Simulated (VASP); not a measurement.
# AlCo (Pm-3m) in VASP: a series of runs

Runs on AlCo. Level: PBE+D4. Tasks: single point, relaxation of cell and atoms.

All numbers are computed with VASP 6.6.1; they aren't measurements. Logs are shortened: lines on timing, memory, paths and dates and some standing lists are left out, and cuts for length are marked.

## (1) The cell of the first run

It takes space group Pm-3m (No. 221, cubic). Conventional cell: a = 2.822 Å, b = 2.822 Å, c = 2.822 Å, α = 90.00°, β = 90.00°, γ = 90.00°. Within 3.2 Å of Al (site symmetry m-3m) lie 8 Co at 2.44 Å and 6 Al at 2.82 Å. Co (site symmetry m-3m) has 8 Al at 2.44 Å and 6 Co at 2.82 Å within 3.2 Å.

## (2) Single point, PBE+D4, collinear spin, ferromagnetic start

Contents of INCAR:

```
ALGO = Normal
EDIFF = 1E-7
ENCUT = 520
GGA = PE
ISIF = 2
ISMEAR = 0
ISPIN = 2
IVDW = 13
LASPH = True
LCHARG = False
LMAXMIX = 4
LORBIT = 11
LREAL = False
LWAVE = False
MAGMOM = 0 3.2
NBANDS = 17
NELM = 150
PREC = Accurate
SIGMA = 0.1
```

Contents of KPOINTS:

```
k-points
0
Gamma
  11 11 11
```

Contents of POSCAR:

```
AlCo
1.0
    2.8222950488      0.0000000000      0.0000000000
    0.0000000000      2.8222950488      0.0000000000
    0.0000000000      0.0000000000      2.8222950488
Al Co
1 1
Direct
    0.0000000000      0.0000000000      0.0000000000
    0.5000000000      0.5000000000      0.5000000000
```

Potentials or basis: VASP PAW PBE potentials, release 64 (Al, Co).

Launch:

```
$ cat potpaw_PBE.64/Al/POTCAR potpaw_PBE.64/Co/POTCAR > POTCAR
$ mpirun -np 1 vasp_std > vasp.out
```

OUTCAR:

```text
EDIFF = 1E-7
   ENCUT = 520
   GGA = PE
   ISIF = 2
   ISMEAR = 0
   ISPIN = 2
   IVDW = 13
   LASPH = True
   LORBIT = 11
   LREAL = False
   NELM = 150
   PREC = Accurate

 ion  position               nearest neighbor table
   1  0.000  0.000  0.000-   2 2.44   2 2.44   2 2.44   2 2.44   2 2.44   2 2.44   2 2.44   2 2.44

   2  0.500  0.500  0.500-   1 2.44   1 2.44   1 2.44   1 2.44   1 2.44   1 2.44   1 2.44   1 2.44

  LATTYP: Found a simple cubic cell.
 ALAT       =     2.8222950488

  Lattice vectors:

 A1 = (   2.8222950488,   0.0000000000,   0.0000000000)
 A2 = (   0.0000000000,   2.8222950488,   0.0000000000)
 A3 = (   0.0000000000,   0.0000000000,   2.8222950488)

Analysis of symmetry for initial positions (statically):
=====================================================================
 Subroutine PRICEL returns:
 Original cell was already a primitive cell.

 Routine SETGRP: Setting up the symmetry group for a
 simple cubic supercell.

 Subroutine GETGRP returns: Found 48 space group operations
 (whereof 48 operations were pure point group operations)
 out of a pool of 48 trial point group operations.

The static configuration has the point symmetry O_h .

Analysis of symmetry for dynamics (positions and initial velocities):
=====================================================================
 Subroutine PRICEL returns:
 Original cell was already a primitive cell.

 Routine SETGRP: Setting up the symmetry group for a
 simple cubic supercell.

 Subroutine GETGRP returns: Found 48 space group operations
 (whereof 48 operations were pure point group operations)
 out of a pool of 48 trial point group operations.

The dynamic configuration has the point symmetry O_h .

Analysis of structural, dynamic, and magnetic symmetry:
=====================================================================
 Subroutine PRICEL returns:
 Original cell was already a primitive cell.

 Routine SETGRP: Setting up the symmetry group for a
 simple cubic supercell.

 Subroutine GETGRP returns: Found 48 space group operations
 (whereof 48 operations were pure point group operations)
 out of a pool of 48 trial point group operations.

The overall configuration has the point symmetry O_h .

 Subroutine INISYM returns: Found 48 space group operations
 (whereof 48 operations are pure point group operations),
 and found     1 'primitive' translations

----------------------------------------------------------------------------------------

                                     Primitive cell

  volume of cell :      22.4806

  direct lattice vectors                    reciprocal lattice vectors
     2.822295049  0.000000000  0.000000000     0.354321566  0.000000000  0.000000000
     0.000000000  2.822295049  0.000000000     0.000000000  0.354321566  0.000000000
     0.000000000  0.000000000  2.822295049     0.000000000  0.000000000  0.354321566

  length of vectors
     2.822295049  2.822295049  2.822295049     0.354321566  0.354321566  0.354321566

  position of ions in fractional coordinates (direct lattice)
     0.000000000  0.000000000  0.000000000
     0.500000000  0.500000000  0.500000000

  ion indices of the primitive-cell ions
   primitive index   ion index
                 1           1
                 2           2

----------------------------------------------------------------------------------------

 KPOINTS: k-points

Automatic generation of k-mesh.
 Grid dimensions read from file:
 generate k-points for:   11   11   11

 Generating k-lattice:

  Cartesian coordinates                     Fractional coordinates (reciprocal lattice)
     0.032211051  0.000000000  0.000000000     0.090909091  0.000000000  0.000000000
     0.000000000  0.032211051  0.000000000     0.000000000  0.090909091  0.000000000
     0.000000000  0.000000000  0.032211051     0.000000000  0.000000000  0.090909091

  Length of vectors
     0.032211051  0.032211051  0.032211051

  Shift w.r.t. Gamma in fractional coordinates (k-lattice)
     0.000000000  0.000000000  0.000000000

 Subroutine IBZKPT returns following result:
 ===========================================

 Found     56 irreducible k-points:

 Following reciprocal coordinates:
            Coordinates               Weight
  0.000000  0.000000  0.000000      1.000000
  0.090909  0.000000  0.000000      6.000000
  0.181818  0.000000  0.000000      6.000000
  0.272727  0.000000  0.000000      6.000000
  0.363636  0.000000  0.000000      6.000000
  0.454545  0.000000  0.000000      6.000000
[... 16 lines left out ...]
  0.181818  0.090909  0.090909     24.000000
  0.272727  0.090909  0.090909     24.000000
 [... further k-points ...]
   k-points           NKPTS =     56   k-points in BZ     NKDIM =     56   number of bands    NBANDS=     17
   number of dos      NEDOS =    301   number of ions     NIONS =      2
   total plane-waves  NPLWV =  13824
   dimension x,y,z NGX =    24 NGY =   24 NGZ =   24
   dimension x,y,z NGXF=    48 NGYF=   48 NGZF=   48
   ions per type =               1   1
   NGX,Y,Z   is equivalent  to a cutoff of  14.14, 14.14, 14.14 a.u.
   NGXF,Y,Z  is equivalent  to a cutoff of  28.27, 28.27, 28.27 a.u.
 SYSTEM =  unknown system
   PREC   = accura    normal or accurate (medium, high low for compatibility)
   ISTART =      0    job   : 0-new  1-cont  2-samecut
   ICHARG =      2    charge: 1-file 2-atom 10-const
   ISPIN  =      2    spin polarized calculation?
   LNONCOLLINEAR =      F non collinear calculations
   LSORBIT =      F    spin-orbit coupling
   LASPH  =      T    aspherical Exc in radial PAW
   ENCUT  =  520.0 eV  38.22 Ry    6.18 a.u.   5.25  5.25  5.25*2*pi/ulx,y,z
   NELM   =    150;   NELMIN=  2; NELMDL= -5     # of ELM steps
   EDIFF  = 0.1E-06   stopping-criterion for ELM
   LREAL  =      F    real-space projection
   EDIFFG = 0.1E-05   stopping-criterion for IOM
   NSW    =      0    number of steps for IOM
   IBRION =     -1    ionic relax: 0-MD 1-quasi-New 2-CG
   NFREE  =      0    steps in history (QN), initial steepest desc. (CG)
   ISIF   =      2    stress and relaxation
   ISYM   =      2    0-nonsym 1-usesym 2-fastsym
   POTIM  = 0.5000    time-step for ionic-motion
   TEBEG  =    0.0;   TEEND  =   0.0 temperature during run
   PSTRESS=    0.0 pullay stress
   NELECT =      12.0000    total number of electrons
   NUPDOWN=      -1.0000    fix difference up-down
   EMIN   =  10.00;   EMAX   =-10.00  energy-range for DOS
   EFERMI =   0.00;   METHOD = LEGACY
   ISMEAR =     0;   SIGMA  =   0.10  broadening in eV -4-tet -1-fermi 0-gaus
   EFERMI_NEDOS =   21; number of points for ismear=-14 and -15
   IALGO  =     38    algorithm
   IMIX   =      4    mixing-type and parameters
     AMIX     =   0.40;   BMIX     =  1.00
     AMIX_MAG =   1.60;   BMIX_MAG =  1.00
  volume/ion in A,a.u.               =      11.24        75.85
  Fermi-wavevector in a.u.,A,eV,Ry     =   1.328004  2.509564 23.995174  1.763596
  Thomas-Fermi vector in A             =   2.457274
   LORBIT       =     11    0 simple, 1 ext, 2 COOP (PROOUT), +10 PAW based schemes
   GGA     = PE    functional components
   LHFCALC =     F    Hartree Fock is set to
   AEXX    =    0.0000 exact exchange contribution
   IVDW    =    13    specifies the selected vdW correction
   LEPSILON=     F    determine dielectric tensor
   LRPA    =     F    only Hartree local field effects (RPA)
 spin polarized calculation
 Gauss-broadening in eV      SIGMA  =   0.10
  energy-cutoff  :      520.00
  volume of cell :       22.48
 maximum number of plane-waves:       624
 NGX is ok and might be reduce to    24
   NGX = 11   NGY = 11   NGZ = 11

 number of electron      11.9999996 magnetization      -0.0030220

 number of electron      11.9999996 magnetization       0.0004581

 Free energy of the ion-electron system (eV)
  ---------------------------------------------------
  ext. energy  EPLUGINS =         0.00000000
  ---------------------------------------------------
  free energy    TOTEN  =       -11.97583266 eV

  energy without entropy =      -11.97067493  energy(sigma->0) =      -11.97325380

 E-fermi :  10.9889     XC(G=0): -12.4085

 val. band max:       10.9818435618   @ k =   0.4545   0.4545   0.2727
 cond. band min:      10.9946415771   @ k =   0.4545   0.3636   0.0000
 fundamental gap:      0.0127980153
 Fermi energy:        10.9889493894

 spin component 1

 k-point     1 :       0.0000    0.0000    0.0000
  band No.  band energies     occupation
      1      -0.3018      1.00000
      2       7.8778      1.00000
      3       7.8778      1.00000
      4      10.0927      1.00000
      5      10.0927      1.00000
      6      10.0927      1.00000
[... 9 lines left out ...]
     16      34.9152      0.00000
     17      34.9152      0.00000

 k-point     2 :       0.0909    0.0000    0.0000
  band No.  band energies     occupation
      1      -0.1418      1.00000
      2       7.8614      1.00000
      3       7.9228      1.00000
      4      10.0066      1.00000
      5      10.0066      1.00000
      6      10.1019      1.00000
[... 9 lines left out ...]
     16      33.1961      0.00000
     17      35.6649      0.00000

 k-point     3 :       0.1818    0.0000    0.0000
  band No.  band energies     occupation
      1       0.3333      1.00000
      2       7.7366      1.00000
      3       8.0467      1.00000
      4       9.7907      1.00000
      5       9.7907      1.00000
      6      10.1266      1.00000
[... 392 lines left out ...]
 k-point    23 :       0.1818    0.0909    0.0909
  band No.  band energies     occupation
      1       0.6447      1.00000
      2       7.8413      1.00000
      3       8.0544      1.00000
      4       9.6727      1.00000
      5       9.7078      1.00000
      6       9.9617      1.00000
[... 9 lines left out ...]
     16      33.2438      0.00000
     17      34.7705      0.00000

 k-point    24 :       0.2727    0.0909    0.0909
  band No.  band energies     occupation
      1       1.4101      1.00000
      2       7.4113      1.00000
      3       8.2293      1.00000
      4       9.4243      1.00000
      5       9.4687      1.00000
      6       9.9990      1.00000
[... 9 lines left out ...]
     16      31.6862      0.00000
     17      33.3445      0.00000

 [... further k-points ...]

 spin component 2

 k-point     1 :       0.0000    0.0000    0.0000
  band No.  band energies     occupation
      1      -0.3018      1.00000
      2       7.8785      1.00000
      3       7.8785      1.00000
      4      10.0931      1.00000
      5      10.0931      1.00000
      6      10.0931      1.00000
[... 9 lines left out ...]
     16      34.9151      0.00000
     17      34.9151      0.00000

 k-point     2 :       0.0909    0.0000    0.0000
  band No.  band energies     occupation
      1      -0.1419      1.00000
      2       7.8621      1.00000
      3       7.9235      1.00000
      4      10.0069      1.00000
      5      10.0069      1.00000
      6      10.1022      1.00000
[... 9 lines left out ...]
     16      33.1960      0.00000
     17      35.6647      0.00000

 k-point     3 :       0.1818    0.0000    0.0000
  band No.  band energies     occupation
      1       0.3332      1.00000
      2       7.7372      1.00000
      3       8.0474      1.00000
      4       9.7910      1.00000
      5       9.7910      1.00000
      6      10.1269      1.00000
[... 392 lines left out ...]
 k-point    23 :       0.1818    0.0909    0.0909
  band No.  band energies     occupation
      1       0.6447      1.00000
      2       7.8419      1.00000
      3       8.0551      1.00000
      4       9.6731      1.00000
      5       9.7082      1.00000
      6       9.9620      1.00000
[... 9 lines left out ...]
     16      33.2437      0.00000
     17      34.7705      0.00000

 k-point    24 :       0.2727    0.0909    0.0909
  band No.  band energies     occupation
      1       1.4101      1.00000
      2       7.4116      1.00000
      3       8.2300      1.00000
      4       9.4247      1.00000
      5       9.4690      1.00000
      6       9.9993      1.00000
[... 9 lines left out ...]
     16      31.6862      0.00000
     17      33.3445      0.00000

 [... further k-points ...]

------------------------ aborting loop because EDIFF is reached ----------------------------------------

  DFT-D4 for vdW energy calculation

  Edisp (eV):   -0.90316

  FORCE on cell =-STRESS in cart. coord.  units (eV):
  Direction    XX          YY          ZZ          XY          YZ          ZX
  --------------------------------------------------------------------------------------
  -------------------------------------------------------------------------------------
  Total      -0.00934    -0.00934    -0.00934     0.00000     0.00000    -0.00000
  in kB      -0.66543    -0.66543    -0.66543     0.00000     0.00000    -0.00000
  external pressure =       -0.67 kB  Pullay stress =        0.00 kB

 VOLUME and BASIS-vectors are now :
 -----------------------------------------------------------------------------
  energy-cutoff  :      520.00
  volume of cell :       22.48
      direct lattice vectors                 reciprocal lattice vectors
     2.822295049  0.000000000  0.000000000     0.354321566  0.000000000  0.000000000
     0.000000000  2.822295049  0.000000000     0.000000000  0.354321566  0.000000000
     0.000000000  0.000000000  2.822295049     0.000000000  0.000000000  0.354321566

 POSITION                                       TOTAL-FORCE (eV/Angst)
 -----------------------------------------------------------------------------------
      0.00000      0.00000      0.00000         0.000000      0.000000      0.000000
      1.41115      1.41115      1.41115         0.000000      0.000000      0.000000
 -----------------------------------------------------------------------------------
    total drift:                                0.000000     -0.000000     -0.000000

  FREE ENERGIE OF THE ION-ELECTRON SYSTEM (eV)
  ---------------------------------------------------
  free  energy   TOTEN  =       -12.8789943783 eV

  energy  without entropy=      -12.8738366452  energy(sigma->0) =      -12.87641551

 total charge

# of ion       s       p       d       tot
------------------------------------------
    1        0.398   0.442   0.000   0.840
    2        0.445   0.533   7.529   8.506
--------------------------------------------------
tot          0.843   0.974   7.529   9.346

 magnetization (x)

# of ion       s       p       d       tot
------------------------------------------
    1       -0.000  -0.000   0.000  -0.000
    2       -0.000  -0.000   0.000   0.000
--------------------------------------------------
tot         -0.000  -0.000   0.000   0.000
```

It took 29 s on 1 thread of AMD EPYC 9R45 (Zen 5), shared host; peak memory 0.14 GiB.

What came out:

```yaml
Free_energy: -12.8790 eV
Pressure: -0.1 GPa
Band_gap_on_the_k_mesh: zero (filled and empty bands overlap)
Net_moment: 0.00 μB per cell
Valence_electrons_inside_the_program's_atomic_spheres: Al 0.84; Co 8.51
Dispersion_energy_per_atom: -0.452 eV
```

Caveat: the moments typed at the start vanished in this run.

(Part 1 of 2 ends here.)
